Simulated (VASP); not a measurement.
Set up this calculation in VASP 6.6.1, as the native input.

```
Task                   : single point
Functional             : PBE
Potentials or basis    : VASP PAW PBE potentials, release 64 (Co, Si)
Cutoff                 : 520 eV
k mesh                 : 16 × 16 × 16
Occupations            : gaussian, width 0.15 eV
Spin                   : no spin polarisation
Dipole correction      : no
Further INCAR settings : ALGO = Normal; EDIFF = 1e-06; NBANDS = 16
```

The structure of CoSi2 lies in POSCAR:

```
CoSi2
1.0
    0.0000000000      2.6129405832      2.8139360127
    2.6129405832      0.0000000000      2.8139360127
    2.6129405832      2.6129405832      0.0000000000
Co Si
1 2
Direct
    0.0000000000      0.0000000000      0.0000000000
    0.2500000000      0.2500000000      0.2500000000
    0.7500000000      0.7500000000      0.7500000000
```

This cell differs from its parent crystal: strain -0.025 along x and y, +0.050 along z.

These files were run (other wordings do the same):

INCAR

```
SYSTEM = CoSi2
  ALGO = Normal
  EDIFF = 1E-6
  ENCUT = 520
  GGA = PE
  ISIF = 2
  ISMEAR = 0
  LASPH = .TRUE.
  LCHARG = .FALSE.
  LREAL = .FALSE.
  LWAVE = .FALSE.
  NBANDS = 16
  NELM = 100
  PREC = Accurate
  SIGMA = 0.15
```

KPOINTS

```
k-points
0
G
  16 16 16
  0 0 0
```

Potentials or basis: VASP PAW PBE potentials, release 64 (Co, Si).

The run is started by

```bash
$ cat potpaw_PBE.64/Co/POTCAR potpaw_PBE.64/Si/POTCAR > POTCAR
$ mpirun -np 1 vasp_std > vasp.out
```

Results of the run:

The pressure is 0.4 GPa. The band gap on the k mesh is zero (an odd number of electrons rules out a gap without spin polarisation).

Caveat: the cell differs from its parent crystal (strain -0.025 along x and y, +0.050 along z); the stress differs along the axes, from -3 to 2 GPa; an odd number of electrons without spin polarisation forces a metal; a magnetic or distorted state may lie lower.

It took 110 s on 1 thread of Intel(R) Xeon(R) 6975P-C (Granite Rapids), with other jobs on the host, peak memory 0.32 GiB.
